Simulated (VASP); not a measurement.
# Cu4BP3 (P4/mmm) in VASP: single point with PBE

Aim: the single point of Cu4BP3 with PBE.

Program: VASP 6.6.1. These are calculated values, not measurements. Logs are shortened: lines on timing, memory, paths and dates and some standing lists are left out, and cuts for length are marked.

**1. The cell of the first run**

Symmetry: P4/mmm, No. 123, tetragonal system. Conventional cell: a = 3.794 Å, b = 3.794 Å, c = 6.957 Å, α = 90.00°, β = 90.00°, γ = 90.00°. B (site symmetry 4/mmm) has 10 P at 2.88 to 3.48 Å and 8 Cu at 2.96 Å and 4 B at 3.79 Å within 3.8 Å. Within 3.0 Å of Cu (site symmetry 2mm) lie 4 P at 2.25 to 2.26 Å and 5 Cu at 2.42 to 2.68 Å and 2 B at 2.96 Å. P (site symmetry 4/mmm) has 8 Cu at 2.25 Å within 3.0 Å. Within 2.7 Å of P (site symmetry 4mm) lie 1 P at 2.08 Å and 4 Cu at 2.26 Å.

**2. Single point, PBE**

The input, INCAR:

```
SYSTEM = Cu4BP3
PREC = Accurate ; ENCUT = 520
EDIFF = 1E-7 ; ISMEAR = -1
SIGMA = 0.0202 ; LREAL = .FALSE.
LASPH = .TRUE. ; NELM = 100
ALGO = Normal ; ISIF = 2
LWAVE = .FALSE. ; LCHARG = .FALSE.
GGA = PE ; NBANDS = 41
```

The input, KPOINTS:

```
regular mesh
0
G
  9 9 5
  0 0 0
```

The input, POSCAR:

```
Cu4BP3
1.0
    3.7944630000      0.0000000000      0.0000000000
    0.0000000000      3.7944630000      0.0000000000
    0.0000000000      0.0000000000      6.9566250000
B Cu P
1 4 3
Direct
    0.0000000000      0.0000000000      0.5000000000
    0.5000000000      0.0000000000      0.1741100000
    0.0000000000      0.5000000000      0.1741100000
    0.5000000000      0.0000000000      0.8258900000
    0.0000000000      0.5000000000      0.8258900000
    0.0000000000      0.0000000000      0.0000000000
    0.5000000000      0.5000000000      0.3508000000
    0.5000000000      0.5000000000      0.6492000000
```

Potentials or basis: VASP PAW PBE potentials, release 64 (B, Cu, P).

Started as:

```sh
$ cat potpaw_PBE.64/B/POTCAR potpaw_PBE.64/Cu/POTCAR potpaw_PBE.64/P/POTCAR > POTCAR
$ mpirun -np 1 vasp_std > vasp.out
```

OUTCAR:

```text
SYSTEM = Cu4BP3
   PREC = Accurate
   ENCUT = 520
   EDIFF = 1E-7
   ISMEAR = -1
   LREAL = .FALSE.
   LASPH = .TRUE.
   NELM = 100
   ISIF = 2
   GGA = PE

 ion  position               nearest neighbor table
   1  0.000  0.000  0.500-
   2  0.500  0.000  0.174-   6 2.25   6 2.25   7 2.26   7 2.26   4 2.42   3 2.68   3 2.68   3 2.68
                             3 2.68
   3  0.000  0.500  0.174-   6 2.25   6 2.25   7 2.26   7 2.26   5 2.42   2 2.68   2 2.68   2 2.68
                             2 2.68
   4  0.500  0.000  0.826-   6 2.25   6 2.25   8 2.26   8 2.26   2 2.42   5 2.68   5 2.68   5 2.68
                             5 2.68
   5  0.000  0.500  0.826-   6 2.25   6 2.25   8 2.26   8 2.26   3 2.42   4 2.68   4 2.68   4 2.68
                             4 2.68
   6  0.000  0.000  0.000-   2 2.25   3 2.25   4 2.25   5 2.25   3 2.25   5 2.25   2 2.25   4 2.25

   7  0.500  0.500  0.351-   8 2.08   3 2.26   2 2.26   2 2.26   3 2.26
   8  0.500  0.500  0.649-   7 2.08   5 2.26   4 2.26   4 2.26   5 2.26

  LATTYP: Found a simple tetragonal cell.
 ALAT       =     3.7944630000
 C/A-ratio  =     1.8333621912

  Lattice vectors:

 A1 = (   3.7944630000,   0.0000000000,   0.0000000000)
 A2 = (   0.0000000000,   3.7944630000,   0.0000000000)
 A3 = (   0.0000000000,   0.0000000000,   6.9566250000)

Analysis of symmetry for initial positions (statically):
=====================================================================
 Subroutine PRICEL returns:
 Original cell was already a primitive cell.

 Routine SETGRP: Setting up the symmetry group for a
 simple tetragonal supercell.

 Subroutine GETGRP returns: Found 16 space group operations
 (whereof 16 operations were pure point group operations)
 out of a pool of 16 trial point group operations.

The static configuration has the point symmetry D_4h.

Analysis of symmetry for dynamics (positions and initial velocities):
=====================================================================
 Subroutine PRICEL returns:
 Original cell was already a primitive cell.

 Routine SETGRP: Setting up the symmetry group for a
 simple tetragonal supercell.

 Subroutine GETGRP returns: Found 16 space group operations
 (whereof 16 operations were pure point group operations)
 out of a pool of 16 trial point group operations.

The dynamic configuration has the point symmetry D_4h.

 Subroutine INISYM returns: Found 16 space group operations
[... 112 lines left out ...]
   NSW    =      0    number of steps for IOM
   IBRION =     -1    ionic relax: 0-MD 1-quasi-New 2-CG
   NFREE  =      0    steps in history (QN), initial steepest desc. (CG)
   ISIF   =      2    stress and relaxation
   ISYM   =      2    0-nonsym 1-usesym 2-fastsym
   POTIM  = 0.5000    time-step for ionic-motion
   TEBEG  =    0.0;   TEEND  =   0.0 temperature during run
   PSTRESS=    0.0 pullay stress
   NELECT =      62.0000    total number of electrons
   NUPDOWN=      -1.0000    fix difference up-down
   EMIN   =  10.00;   EMAX   =-10.00  energy-range for DOS
   EFERMI =   0.00;   METHOD = LEGACY
   ISMEAR =    -1;   SIGMA  =   0.02  broadening in eV -4-tet -1-fermi 0-gaus
   EFERMI_NEDOS =   21; number of points for ismear=-14 and -15
   IALGO  =     38    algorithm
   IMIX   =      4    mixing-type and parameters
     AMIX     =   0.40;   BMIX     =  1.00
     AMIX_MAG =   1.60;   BMIX_MAG =  1.00
  volume/ion in A,a.u.               =      12.52        84.49
  Fermi-wavevector in a.u.,A,eV,Ry     =   1.395208  2.636561 26.485177  1.946606
  Thomas-Fermi vector in A             =   2.518682
   LORBIT       =      0    0 simple, 1 ext, 2 COOP (PROOUT), +10 PAW based schemes
   GGA     = PE    functional components
   LHFCALC =     F    Hartree Fock is set to
   AEXX    =    0.0000 exact exchange contribution
   IVDW    =     0    specifies the selected vdW correction
   LEPSILON=     F    determine dielectric tensor
   LRPA    =     F    only Hartree local field effects (RPA)
 non-spin polarized calculation
  energy-cutoff  :      520.00
  volume of cell :      100.16
 maximum number of plane-waves:      2719
   NGX = 15   NGY = 15   NGZ = 25

 number of electron      61.9999942 magnetization

 Free energy of the ion-electron system (eV)
  ---------------------------------------------------
  ext. energy  EPLUGINS =         0.00000000
  ---------------------------------------------------
  free energy    TOTEN  =       -33.29021623 eV

  energy without entropy =      -33.28761601  energy(sigma->0) =      -33.28891612

 E-fermi :   8.5629     XC(G=0): -11.8361

 val. band max:        8.5521617645   @ k =   0.3333   0.1111   0.2000
 cond. band min:       8.5676050843   @ k =   0.4444   0.0000   0.4000
 fundamental gap:      0.0154433199
 Fermi energy:         8.5629261479

 k-point     1 :       0.0000    0.0000    0.0000
  band No.  band energies     occupation
      1      -6.0894      2.00000
      2      -4.2962      2.00000
      3      -2.9202      2.00000
      4       1.1163      2.00000
      5       1.5905      2.00000
      6       2.2664      2.00000
[... 1045 lines left out ...]
     40      13.7372      0.00000
     41      14.6853      0.00000

 [... further k-points ...]

------------------------ aborting loop because EDIFF is reached ----------------------------------------

  FORCE on cell =-STRESS in cart. coord.  units (eV):
  Direction    XX          YY          ZZ          XY          YZ          ZX
  --------------------------------------------------------------------------------------
  -------------------------------------------------------------------------------------
  Total       10.7946895     10.7946895     13.3357943      0.0000000      0.0000000      0.0000000
  in kB      172.6718334    172.6718334    213.3193406      0.0000000      0.0000000      0.0000000
  external PRESSURE =     186.2210025 kB  Pullay stress =       0.0000000 kB

 VOLUME and BASIS-vectors are now :
 -----------------------------------------------------------------------------
  energy-cutoff  :      520.00
  volume of cell :      100.16
      direct lattice vectors                 reciprocal lattice vectors
     3.794463000  0.000000000  0.000000000     0.263541903  0.000000000  0.000000000
     0.000000000  3.794463000  0.000000000     0.000000000  0.263541903  0.000000000
     0.000000000  0.000000000  6.956625000     0.000000000  0.000000000  0.143747866

 POSITION                                       TOTAL-FORCE (eV/Angst)
 -----------------------------------------------------------------------------------
      0.00000      0.00000      3.47831        -0.000000     -0.000000      0.000000
      1.89723      0.00000      1.21122        -0.000000     -0.000000      1.060677
      0.00000      1.89723      1.21122        -0.000000     -0.000000      1.060677
      1.89723      0.00000      5.74541        -0.000000     -0.000000     -1.060677
      0.00000      1.89723      5.74541        -0.000000     -0.000000     -1.060677
      0.00000      0.00000      0.00000        -0.000000     -0.000000      0.000000
      1.89723      1.89723      2.44038        -0.000000      0.000000      0.533615
      1.89723      1.89723      4.51624         0.000000      0.000000     -0.533615
 -----------------------------------------------------------------------------------
    total drift:                                0.000000     -0.000000      0.000000

  FREE ENERGIE OF THE ION-ELECTRON SYSTEM (eV)
  ---------------------------------------------------
  free  energy   TOTEN  =       -33.2902162283 eV

  energy  without entropy=      -33.2876160138  energy(sigma->0) =      -33.28891612
```

OSZICAR:

```text
N       E                     dE             d eps       ncg     rms          rms(c)
DAV:   1     0.527667149403E+03    0.52767E+03   -0.26573E+04  3698   0.213E+03
DAV:   2     0.283506241143E+02   -0.49932E+03   -0.47906E+03  3691   0.430E+02
DAV:   3    -0.364182650580E+02   -0.64769E+02   -0.60172E+02  4447   0.179E+02
DAV:   4    -0.406268448110E+02   -0.42086E+01   -0.41245E+01  5874   0.481E+01
DAV:   5    -0.407034672694E+02   -0.76622E-01   -0.76494E-01  5873   0.792E+00    0.250E+01
DAV:   6    -0.425710814065E+02   -0.18676E+01   -0.12681E+02  4625   0.232E+02    0.193E+01
DAV:   7    -0.333060884935E+02    0.92650E+01   -0.35166E+01  4859   0.126E+02    0.671E+00
DAV:   8    -0.333565619685E+02   -0.50473E-01   -0.55171E+00  6156   0.328E+01    0.366E+00
DAV:   9    -0.332905249296E+02    0.66037E-01   -0.65527E-01  5819   0.128E+01    0.795E-01
DAV:  10    -0.332916913553E+02   -0.11664E-02   -0.26282E-02  5748   0.156E+00    0.449E-01
DAV:  11    -0.332905888309E+02    0.11025E-02   -0.17007E-03  6192   0.459E-01    0.188E-01
DAV:  12    -0.332902173621E+02    0.37147E-03   -0.88890E-04  6036   0.537E-01    0.526E-02
DAV:  13    -0.332902291720E+02   -0.11810E-04   -0.36482E-04  5846   0.324E-01    0.309E-02
DAV:  14    -0.332902150869E+02    0.14085E-04   -0.11622E-04  5873   0.203E-01    0.143E-02
DAV:  15    -0.332902164975E+02   -0.14106E-05   -0.17865E-05  5897   0.316E-02    0.108E-02
DAV:  16    -0.332902160381E+02    0.45941E-06   -0.22624E-06  5771   0.275E-02    0.359E-03
DAV:  17    -0.332902163127E+02   -0.27460E-06   -0.16623E-06  5866   0.246E-02    0.149E-03
DAV:  18    -0.332902162283E+02    0.84406E-07   -0.28125E-07  2752   0.877E-03
   1 F= -.33290216E+02 E0= -.33288916E+02  d E =-.260021E-02
```

Wall time 3 min (1 thread of AMD EPYC 7R13 (Zen 3), shared host); peak memory 0.25 GiB.

What came out:

- Free energy: -33.2902 eV
- Pressure: 18.6 GPa
- Largest force: 1.061 eV/Å
- Band gap on the k mesh: zero (bands 31 and 32 overlap by 2.70 eV)

Forces in eV/Å, atoms in the order of the input:
```
B    0.000  0.000  0.000
Cu   0.000  0.000  1.061
Cu   0.000  0.000  1.061
Cu   0.000  0.000 -1.061
Cu   0.000  0.000 -1.061
P    0.000  0.000  0.000
P    0.000  0.000  0.534
P    0.000  0.000 -0.534
```

Levels at points of the mesh, in eV from the Fermi level:
```tsv
k point	band 29	band 30	band 31	band 32	band 33	band 34
(0.00, 0.00, 0.00)	-0.32	-0.32	-0.13	-0.13	1.01	1.64
```

Caveat: the cell stands under pressure; forces of over 1 eV/Å act on the atoms, so gaps and moduli don't describe the material at rest.
